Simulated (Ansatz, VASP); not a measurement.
**PbO in VASP and in Ansatz**

INCAR

```
SYSTEM = PbO
PREC = Accurate
ENCUT = 520
EDIFF = 1E-6
ISMEAR = 0
SIGMA = 0.05
LREAL = .FALSE.
LASPH = .TRUE.
NELM = 80
ALGO = Normal
ISIF = 2
LWAVE = .FALSE.
LCHARG = .TRUE.
GGA = PE
IVDW = 12
LELF = .TRUE.
LVHAR = .TRUE.
NBANDS = 28
```

KPOINTS

```
Automatic mesh
0
G
  8 8 6
  0 0 0
```

POSCAR

```
PbO
1.0
    3.8501177544      0.0000000000      0.0000000000
    0.0000000000      3.8501177544      0.0000000000
    0.0000000000      0.0000000000      5.3514544330
Pb O
2 2
Direct
    0.0000000000      0.5000000000      0.2351000000
    0.5000000000      0.0000000000      0.7649000000
    0.0000000000      0.0000000000      0.0000000000
    0.5000000000      0.5000000000      0.0000000000
```

Input for Ansatz:

```yaml
crystal:
  lattice:
    - [3.8501177544, 0.0, 0.0]
    - [0.0, 3.8501177544, 0.0]
    - [0.0, 0.0, 5.351454433]
  atoms:
    - { symbol: Pb, position: [0.0, 0.5, 0.2351] }
    - { symbol: Pb, position: [0.5, 0.0, 0.7649] }
    - { symbol: O, position: [0.0, 0.0, 0.0] }
    - { symbol: O, position: [0.5, 0.5, 0.0] }
basis:
  ecutwfc: 420
kpoints:
  mp_grid: { grid: [8, 8, 6] }
hamiltonian:
  xc: pbe
  dispersion: d3bj
scf:
  occupations: { method: gaussian, width: 0.05 }
output:
  forces: true
  stress: true
  eigenvalues: true
```

Alike in both runs: task single point; functional PBE; dispersion D3(BJ); k mesh 8 × 8 × 6; occupations gaussian, width 0.05 eV; no spin polarisation.

|  | VASP | Ansatz |
| --- | --- | --- |
| version | VASP 6.6.1 | Ansatz 0.2.0 |
| potentials or method | VASP PAW PBE potentials, release 64 (Pb_d, O), cutoff 520 eV | scalar-relativistic, plane waves, PAW |
| valence electrons in the cell | 40 | 40 |

```csv
,VASP,Ansatz,Ansatz less VASP
gap on the k mesh at the Fermi level (eV),1.04,1.03,-0.007
least direct gap on the mesh (eV),2.02,2.03,+0.001
pressure (GPa),3.8,3.7,-0.09
"traceless stress, the component that is largest in VASP (GPa)",-3.92,-3.93,-0.006
rms of the force components (eV/Å),0.016,0.002,-0.0132
```

Atom by atom the forces differ by 0.018 eV/Å (rms over components).

Neither program's run includes spin-orbit coupling.
